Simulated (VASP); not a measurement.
# SiMo3 (Pm-3n) in VASP: settings compared

Aim: see how the results for SiMo3 move with the level of theory and the settings. Levels: r2SCAN, PBEsol. Tasks: single point.

All numbers are computed with VASP 6.6.1; they aren't measurements. Logs are shortened: lines on timing, memory, paths and dates and some standing lists are left out, and cuts for length are marked.

**1. The cell of the first run**

Symmetry: Pm-3n, No. 223, cubic system. The conventional cell has a = 4.889 Å, b = 4.889 Å, c = 4.889 Å, α = 90.00°, β = 90.00°, γ = 90.00°. Within 3.6 Å of Si (site symmetry m-3) lie 12 Mo at 2.73 Å. Within 3.2 Å of Mo (site symmetry -4m2) lie 10 Mo at 2.44 to 2.99 Å and 4 Si at 2.73 Å.

**2. Single point, r2SCAN**

POSCAR reads:

```
SiMo3
1.0
    4.8890000000      0.0000000000      0.0000000000
    0.0000000000      4.8890000000      0.0000000000
    0.0000000000      0.0000000000      4.8890000000
Si Mo
2 6
Direct
    0.0000000000      0.0000000000      0.0000000000
    0.5000000000      0.5000000000      0.5000000000
    0.2500000000      0.0000000000      0.5000000000
    0.5000000000      0.7500000000      0.0000000000
    0.7500000000      0.0000000000      0.5000000000
    0.5000000000      0.2500000000      0.0000000000
    0.0000000000      0.5000000000      0.7500000000
    0.0000000000      0.5000000000      0.2500000000
```

INCAR.step1 reads:

```
PREC = Accurate
ENCUT = 520
ISMEAR = 0
SIGMA = 0.05
LREAL = False
LASPH = True
NELM = 100
NBANDS = 56
GGA = PE
ALGO = Normal
EDIFF = 1E-4
LWAVE = True
LCHARG = False
```

INCAR.step2 reads:

```
PREC = Accurate
ENCUT = 520
EDIFF = 1E-6
ISMEAR = 0
SIGMA = 0.05
LREAL = False
LASPH = True
NELM = 100
ALGO = Normal
ISIF = 2
LWAVE = False
LCHARG = False
METAGGA = R2SCAN
LMIXTAU = True
NBANDS = 56
ISTART = 1
```

KPOINTS reads:

```
Automatic mesh
0
Gamma
  8 8 8
```

Potentials or basis: VASP PAW PBE potentials, release 64 (Si, Mo_sv).

Run with:

```bash
$ cat potpaw_PBE.64/Si/POTCAR potpaw_PBE.64/Mo_sv/POTCAR > POTCAR
$ cp INCAR.step1 INCAR
$ mpirun -np 1 vasp_std > vasp.out
$ cp INCAR.step2 INCAR
$ mpirun -np 1 vasp_std > vasp.out
```

OUTCAR:

```text
PREC = Accurate
   ENCUT = 520
   EDIFF = 1E-6
   ISMEAR = 0
   LREAL = False
   LASPH = True
   NELM = 100
   ISIF = 2
   METAGGA = R2SCAN
   ISTART = 1

 ion  position               nearest neighbor table
   1  0.000  0.000  0.000-   3 2.73   4 2.73   5 2.73   6 2.73   7 2.73   8 2.73   3 2.73   5 2.73
                             7 2.73   8 2.73   4 2.73   6 2.73
   2  0.500  0.500  0.500-   3 2.73   4 2.73   5 2.73   6 2.73   7 2.73   8 2.73   4 2.73   6 2.73
                             3 2.73   5 2.73   7 2.73   8 2.73
   3  0.250  0.000  0.500-   5 2.44   5 2.44   1 2.73   1 2.73   2 2.73   2 2.73   8 2.99   4 2.99
                             4 2.99   6 2.99   6 2.99   7 2.99   8 2.99   7 2.99
   4  0.500  0.750  0.000-   6 2.44   6 2.44   1 2.73   2 2.73   2 2.73   1 2.73   8 2.99   5 2.99
                             3 2.99   5 2.99   3 2.99   7 2.99   7 2.99   8 2.99
   5  0.750  0.000  0.500-   3 2.44   3 2.44   1 2.73   1 2.73   2 2.73   2 2.73   8 2.99   4 2.99
                             4 2.99   6 2.99   6 2.99   7 2.99   8 2.99   7 2.99
   6  0.500  0.250  0.000-   4 2.44   4 2.44   1 2.73   2 2.73   2 2.73   1 2.73   8 2.99   3 2.99
                             3 2.99   5 2.99   5 2.99   7 2.99   7 2.99   8 2.99
   7  0.000  0.500  0.750-   8 2.44   8 2.44   1 2.73   2 2.73   1 2.73   2 2.73   3 2.99   4 2.99
                             5 2.99   3 2.99   5 2.99   6 2.99   4 2.99   6 2.99
   8  0.000  0.500  0.250-   7 2.44   7 2.44   1 2.73   2 2.73   1 2.73   2 2.73   3 2.99   4 2.99
                             5 2.99   3 2.99   5 2.99   6 2.99   4 2.99   6 2.99

  LATTYP: Found a simple cubic cell.
 ALAT       =     4.8890000000

  Lattice vectors:

 A1 = (   4.8890000000,   0.0000000000,   0.0000000000)
 A2 = (   0.0000000000,   4.8890000000,   0.0000000000)
 A3 = (   0.0000000000,   0.0000000000,   4.8890000000)

Analysis of symmetry for initial positions (statically):
=====================================================================
 Subroutine PRICEL returns:
 Original cell was already a primitive cell.

 Routine SETGRP: Setting up the symmetry group for a
 simple cubic supercell.

 Subroutine GETGRP returns: Found 48 space group operations
 (whereof 24 operations were pure point group operations)
 out of a pool of 48 trial point group operations.

The static configuration has the point symmetry T_h .
 The point group associated with its full space group is O_h .

Analysis of symmetry for dynamics (positions and initial velocities):
=====================================================================
 Subroutine PRICEL returns:
 Original cell was already a primitive cell.

 Routine SETGRP: Setting up the symmetry group for a
 simple cubic supercell.

 Subroutine GETGRP returns: Found 48 space group operations
 (whereof 24 operations were pure point group operations)
 out of a pool of 48 trial point group operations.

The dynamic configuration has the point symmetry T_h .
 The point group associated with its full space group is O_h .

 Subroutine INISYM returns: Found 48 space group operations
 (whereof 24 operations are pure point group operations),
 and found     1 'primitive' translations

----------------------------------------------------------------------------------------

                                     Primitive cell

  volume of cell :     116.8584

  direct lattice vectors                    reciprocal lattice vectors
     4.889000000  0.000000000  0.000000000     0.204540806  0.000000000  0.000000000
     0.000000000  4.889000000  0.000000000     0.000000000  0.204540806  0.000000000
     0.000000000  0.000000000  4.889000000     0.000000000  0.000000000  0.204540806

  length of vectors
     4.889000000  4.889000000  4.889000000     0.204540806  0.204540806  0.204540806

  position of ions in fractional coordinates (direct lattice)
     0.000000000  0.000000000  0.000000000
     0.500000000  0.500000000  0.500000000
     0.250000000  0.000000000  0.500000000
     0.500000000  0.750000000  0.000000000
     0.750000000  0.000000000  0.500000000
     0.500000000  0.250000000  0.000000000
     0.000000000  0.500000000  0.750000000
     0.000000000  0.500000000  0.250000000

  ion indices of the primitive-cell ions
   primitive index   ion index
                 1           1
                 2           2
                 3           3
                 4           4
                 5           5
                 6           6
                 7           7
                 8           8

----------------------------------------------------------------------------------------

 KPOINTS: Automatic mesh

Automatic generation of k-mesh.
 Grid dimensions read from file:
 generate k-points for:    8    8    8

 Generating k-lattice:

  Cartesian coordinates                     Fractional coordinates (reciprocal lattice)
     0.025567601  0.000000000  0.000000000     0.125000000  0.000000000  0.000000000
     0.000000000  0.025567601  0.000000000     0.000000000  0.125000000  0.000000000
     0.000000000  0.000000000  0.025567601     0.000000000  0.000000000  0.125000000

  Length of vectors
     0.025567601  0.025567601  0.025567601

  Shift w.r.t. Gamma in fractional coordinates (k-lattice)
     0.000000000  0.000000000  0.000000000

 Subroutine IBZKPT returns following result:
 ===========================================

 Found     35 irreducible k-points:

 Following reciprocal coordinates:
            Coordinates               Weight
  0.000000  0.000000  0.000000      1.000000
  0.125000  0.000000  0.000000      6.000000
  0.250000  0.000000  0.000000      6.000000
  0.375000  0.000000  0.000000      6.000000
  0.500000  0.000000  0.000000      3.000000
  0.125000  0.125000  0.000000     12.000000
[... 16 lines left out ...]
  0.375000  0.375000  0.125000     24.000000
  0.500000  0.375000  0.125000     24.000000
 [... further k-points ...]
   k-points           NKPTS =     35   k-points in BZ     NKDIM =     35   number of bands    NBANDS=     56
   number of dos      NEDOS =    301   number of ions     NIONS =      8
   total plane-waves  NPLWV =  46656
   dimension x,y,z NGX =    36 NGY =   36 NGZ =   36
   dimension x,y,z NGXF=    72 NGYF=   72 NGZF=   72
   ions per type =               2   6
   NGX,Y,Z   is equivalent  to a cutoff of  12.24, 12.24, 12.24 a.u.
   NGXF,Y,Z  is equivalent  to a cutoff of  24.48, 24.48, 24.48 a.u.
 SYSTEM =  unknown system
   PREC   = accura    normal or accurate (medium, high low for compatibility)
   ISTART =      1    job   : 0-new  1-cont  2-samecut
   ICHARG =      0    charge: 1-file 2-atom 10-const
   ISPIN  =      1    spin polarized calculation?
   LNONCOLLINEAR =      F non collinear calculations
   LSORBIT =      F    spin-orbit coupling
   LASPH  =      T    aspherical Exc in radial PAW
   ENCUT  =  520.0 eV  38.22 Ry    6.18 a.u.   9.09  9.09  9.09*2*pi/ulx,y,z
   NELM   =    100;   NELMIN=  2; NELMDL=  0     # of ELM steps
   EDIFF  = 0.1E-05   stopping-criterion for ELM
   LREAL  =      F    real-space projection
   EDIFFG = 0.1E-04   stopping-criterion for IOM
   NSW    =      0    number of steps for IOM
   IBRION =     -1    ionic relax: 0-MD 1-quasi-New 2-CG
   NFREE  =      0    steps in history (QN), initial steepest desc. (CG)
   ISIF   =      2    stress and relaxation
   ISYM   =      2    0-nonsym 1-usesym 2-fastsym
   POTIM  = 0.5000    time-step for ionic-motion
   TEBEG  =    0.0;   TEEND  =   0.0 temperature during run
   PSTRESS=    0.0 pullay stress
   NELECT =      92.0000    total number of electrons
   NUPDOWN=      -1.0000    fix difference up-down
   EMIN   =  10.00;   EMAX   =-10.00  energy-range for DOS
   EFERMI =   0.00;   METHOD = LEGACY
   ISMEAR =     0;   SIGMA  =   0.05  broadening in eV -4-tet -1-fermi 0-gaus
   EFERMI_NEDOS =   21; number of points for ismear=-14 and -15
   IALGO  =     38    algorithm
   IMIX   =      4    mixing-type and parameters
     AMIX     =   0.40;   BMIX     =  1.00
     AMIX_MAG =   1.60;   BMIX_MAG =  1.00
  volume/ion in A,a.u.               =      14.61        98.57
  Fermi-wavevector in a.u.,A,eV,Ry     =   1.511648  2.856601 31.090405  2.285080
  Thomas-Fermi vector in A             =   2.621677
   LORBIT       =      0    0 simple, 1 ext, 2 COOP (PROOUT), +10 PAW based schemes
   METAGGA = R2SCAN    functional components
   LHFCALC =     F    Hartree Fock is set to
   AEXX    =    0.0000 exact exchange contribution
   IVDW    =     0    specifies the selected vdW correction
   LEPSILON=     F    determine dielectric tensor
   LRPA    =     F    only Hartree local field effects (RPA)
 non-spin polarized calculation
 Gauss-broadening in eV      SIGMA  =   0.05
  energy-cutoff  :      520.00
  volume of cell :      116.86
 maximum number of plane-waves:      3178
   NGX = 19   NGY = 19   NGZ = 19

 number of electron      91.9999979 magnetization

 Free energy of the ion-electron system (eV)
  ---------------------------------------------------
  ext. energy  EPLUGINS =         0.00000000
  ---------------------------------------------------
  free energy    TOTEN  =      -176.59909310 eV

  energy without entropy =     -176.59273916  energy(sigma->0) =     -176.59591613

 E-fermi :  12.7854     XC(G=0): -14.2635

 val. band max:       12.7783980895   @ k =   0.5000   0.1250   0.1250
 cond. band min:      12.7892688104   @ k =   0.5000   0.2500   0.0000
 fundamental gap:      0.0108707209
 Fermi energy:        12.7854109769

 k-point     1 :       0.0000    0.0000    0.0000
  band No.  band energies     occupation
      1     -50.4928      2.00000
      2     -50.3636      2.00000
      3     -50.3636      2.00000
      4     -50.0034      2.00000
      5     -50.0034      2.00000
      6     -50.0034      2.00000
[... 1405 lines left out ...]
     55      15.0761      0.00000
     56      15.4810      0.00000

 [... further k-points ...]

------------------------ aborting loop because EDIFF is reached ----------------------------------------

  FORCE on cell =-STRESS in cart. coord.  units (eV):
  Direction    XX          YY          ZZ          XY          YZ          ZX
  --------------------------------------------------------------------------------------
  -------------------------------------------------------------------------------------
  Total        0.2168378      0.2168378      0.2168378      0.0000000     -0.0000000      0.0000000
  in kB        2.9729356      2.9729356      2.9729356      0.0000000     -0.0000000      0.0000000
  external PRESSURE =       2.9729356 kB  Pullay stress =       0.0000000 kB

 VOLUME and BASIS-vectors are now :
 -----------------------------------------------------------------------------
  energy-cutoff  :      520.00
  volume of cell :      116.86
      direct lattice vectors                 reciprocal lattice vectors
     4.889000000  0.000000000  0.000000000     0.204540806  0.000000000  0.000000000
     0.000000000  4.889000000  0.000000000     0.000000000  0.204540806  0.000000000
     0.000000000  0.000000000  4.889000000     0.000000000  0.000000000  0.204540806

 POSITION                                       TOTAL-FORCE (eV/Angst)
 -----------------------------------------------------------------------------------
      0.00000      0.00000      0.00000        -0.000000      0.000000     -0.000000
      2.44450      2.44450      2.44450        -0.000000      0.000000     -0.000000
      1.22225      0.00000      2.44450         0.000000     -0.000000     -0.000000
      2.44450      3.66675      0.00000         0.000000     -0.000000     -0.000000
      3.66675      0.00000      2.44450        -0.000000      0.000000      0.000000
      2.44450      1.22225      0.00000        -0.000000      0.000000      0.000000
      0.00000      2.44450      3.66675        -0.000000     -0.000000     -0.000000
      0.00000      2.44450      1.22225         0.000000     -0.000000      0.000000
 -----------------------------------------------------------------------------------
    total drift:                                0.000000      0.000000     -0.000000

  FREE ENERGIE OF THE ION-ELECTRON SYSTEM (eV)
  ---------------------------------------------------
  free  energy   TOTEN  =      -176.5990931043 eV

  energy  without entropy=     -176.5927391632  energy(sigma->0) =     -176.59591613
```

It took 6 min on 1 thread of Intel Xeon Platinum 8488C (Sapphire Rapids), shared host; peak memory 0.32 GiB.

Results:

- Free energy: -176.5991 eV
- Pressure: 0.3 GPa
- Band gap on the k mesh: zero (bands 46 and 47 overlap by 2.67 eV)

Caveat: the PAW data sets were made with another functional, which shifts forces and pressure a little.

**3. Single point, PBEsol**

INCAR reads:

```
PREC = Accurate
ENCUT = 520
EDIFF = 1E-6
ISMEAR = 0
SIGMA = 0.05
LREAL = False
LASPH = True
NELM = 60
ALGO = Fast
ISIF = 2
LWAVE = False
LCHARG = False
GGA = PS
NBANDS = 56
```

KPOINTS reads:

```
regular mesh
0
Gamma
  8 8 8
```

POSCAR is that of step 2.

Potentials or basis: VASP PAW PBE potentials, release 64 (Si, Mo_sv).

Run with:

```bash
$ cat potpaw_PBE.64/Si/POTCAR potpaw_PBE.64/Mo_sv/POTCAR > POTCAR
$ mpirun -np 1 vasp_std > vasp.out
```

It took 2.6 min on 1 thread of Intel Xeon Platinum 8488C (Sapphire Rapids), shared host; peak memory 0.31 GiB.

The run converged. Its results:

```
Free energy            : -85.0837 eV
Pressure               : -3.8 GPa
Band gap on the k mesh : zero (bands 46 and 47 overlap by 2.45 eV)
```

Levels at points of the mesh, in eV from the Fermi level:
| k point | band 43 | band 44 | band 45 | band 46 | band 47 | band 48 | band 49 | band 50 |
| --- | --- | --- | --- | --- | --- | --- | --- | --- |
| (0.00, 0.00, 0.00) | -1.59 | -1.59 | 1.23 | 1.23 | 1.23 | 2.02 | 2.36 | 2.38 |
| (0.50, 0.00, 0.00) | -1.73 | -1.73 | 0.23 | 0.23 | 0.92 | 0.92 | 1.50 | 1.50 |
| (0.50, 0.50, 0.00) | -1.13 | -0.89 | -0.89 | -0.80 | -0.71 | -0.52 | -0.12 | 0.23 |
| (0.50, 0.50, 0.50) | -1.22 | -1.22 | -1.22 | -1.22 | -1.22 | -1.22 | 1.25 | 1.25 |

Caveat: the cell stands under tension; the PAW data sets were made with another functional, which shifts forces and pressure a little.

[end of part 1 of 2]
